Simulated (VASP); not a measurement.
A run of VASP 6.6.1 is set up as follows.

The input INCAR:

```
ALGO = Fast ; EDIFF = 1E-7
ENCUT = 520 ; GGA = PS
ISIF = 2 ; ISMEAR = 0
LASPH = T ; LCHARG = T
LELF = T ; LREAL = F
LVHAR = T ; LWAVE = F
NBANDS = 16 ; NELM = 60
PREC = Accurate ; SIGMA = 0.1
```

Contents of KPOINTS:

```
k-points
0
Gamma
  14 14 14
```

Contents of POSCAR:

```
Al2Cu
1.0
   -2.0246315446      2.0246315446      2.8630136682
    2.0246315446     -2.0246315446      2.8630136682
    2.0246315446      2.0246315446     -2.8630136682
Al Cu
2 1
Direct
    0.7500000000      0.2500000000      0.5000000000
    0.2500000000      0.7500000000      0.5000000000
    0.5000000000      0.5000000000      0.0000000000
```

Potentials or basis: VASP PAW PBE potentials, release 64 (Al, Cu).

Launch:

```sh
$ cat potpaw_PBE.64/Al/POTCAR potpaw_PBE.64/Cu/POTCAR > POTCAR
$ mpirun -np 1 vasp_std > vasp.out
```

**Question.** Estimate the pressure.

**Answer.** 0.2 GPa.

Caveat: the PAW data sets were made with another functional, which shifts forces and pressure a little.
